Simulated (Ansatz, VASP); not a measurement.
CaS: VASP beside Ansatz

Contents of INCAR:

```
PREC = Accurate ; ENCUT = 500
EDIFF = 1E-6 ; ISMEAR = 0
SIGMA = 0.01 ; LREAL = False
LASPH = True ; NELM = 120
ALGO = Normal ; ISIF = 2
LWAVE = False ; LCHARG = True
GGA = PE ; LELF = True
LVHAR = True ; NBANDS = 15
GGA_COMPAT = False
```

The input KPOINTS:

```
regular mesh
0
Gamma
  6 6 6
```

POSCAR

```
CaS
1.0
    0.0000000000      2.8560321311      2.8560321311
    2.8560321311      0.0000000000      2.8560321311
    2.8560321311      2.8560321311      0.0000000000
Ca S
1 1
Direct
    0.0000000000      0.0000000000      0.0000000000
    0.5000000000      0.5000000000      0.5000000000
```

Input for Ansatz:

```yaml
crystal:
  lattice:
    - [0.0, 2.8560321311, 2.8560321311]
    - [2.8560321311, 0.0, 2.8560321311]
    - [2.8560321311, 2.8560321311, 0.0]
  atoms:
    - { symbol: Ca, position: [0.0, 0.0, 0.0] }
    - { symbol: S, position: [0.5, 0.5, 0.5] }
kpoints:
  mp_grid: { grid: [6, 6, 6] }
hamiltonian:
  xc: pbe
scf:
  occupations: { method: fixed }
  n_extra_bands: 4
output:
  forces: true
  stress: true
  eigenvalues: true
```

Alike in both runs: task single point; functional PBE; k mesh 6 × 6 × 6; no spin polarisation.

|  | VASP | Ansatz |
| --- | --- | --- |
| version | VASP 6.6.1 | Ansatz 0.2.0 |
| potentials or method | VASP PAW PBE potentials, release 64 (Ca_sv, S) | plane waves, PAW |
| plane-wave cutoff (eV) | 500 | 420 |
| occupations | gaussian, width 0.01 eV | fixed |
| valence electrons in the cell | 16 | 16 |

Ansatz gave:

| Quantity | Value |
| --- | --- |
| gap on the k mesh at the Fermi level (eV) | 2.38 |
| pressure (GPa) | 0.0 |

What did VASP give for the same quantities?

gap on the k mesh at the Fermi level (eV): 2.38; pressure (GPa): 0.1.
